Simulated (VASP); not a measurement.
GdV2Si2, 5 atoms in the cell. It takes space group I4/mmm (No. 139, tetragonal). The conventional cell has a = 4.271 Å, b = 4.271 Å, c = 9.969 Å, α = 90.00°, β = 90.00°, γ = 90.00°. Within 3.1 Å of Si (site symmetry 4mm) lie 1 Si at 2.33 Å and 4 V at 2.51 Å. Within 4.3 Å of Gd (site symmetry 4/mmm) lie 10 Si at 3.24 to 3.82 Å and 8 V at 3.28 Å and 4 Gd at 4.27 Å. Within 3.3 Å of V (site symmetry -4m2) lie 4 Si at 2.51 Å and 4 V at 3.02 Å and 4 Gd at 3.28 Å. 

```yaml
Program: VASP 6.6.1
Task: single point
Functional: r2SCAN
Potentials_or_basis: VASP PAW PBE potentials, release 64 (Si, Gd, V_sv)
Cutoff: 520 eV
k_mesh: 5 × 5 × 5
Occupations: gaussian, width 0.0204 eV
Spin: collinear spin, ferrimagnetic start
Starting_moments: "[0.0, 0.0, 7.2, -1.6, 1.7] μB"
Dipole_correction: no
Further_INCAR_settings: ALGO = Normal; EDIFF = 1e-06; NBANDS = 38
```

Potentials or basis: VASP PAW PBE potentials, release 64 (Si, Gd, V_sv).

Launch:

```sh
$ cat potpaw_PBE.64/Si/POTCAR potpaw_PBE.64/Gd/POTCAR potpaw_PBE.64/V_sv/POTCAR > POTCAR
$ cp INCAR.step1 INCAR
$ mpirun -np 1 vasp_std > vasp.out
$ cp INCAR.step2 INCAR
$ mpirun -np 1 vasp_std > vasp.out
```

Hardware: 1 thread of Intel(R) Xeon(R) 6975P-C (Granite Rapids), on a shared host.

Estimate the wall time of this run.

It took 14 min on 1 thread of Intel(R) Xeon(R) 6975P-C (Granite Rapids), with other jobs on the host, peak memory 0.37 GiB. Counts: k points 18.
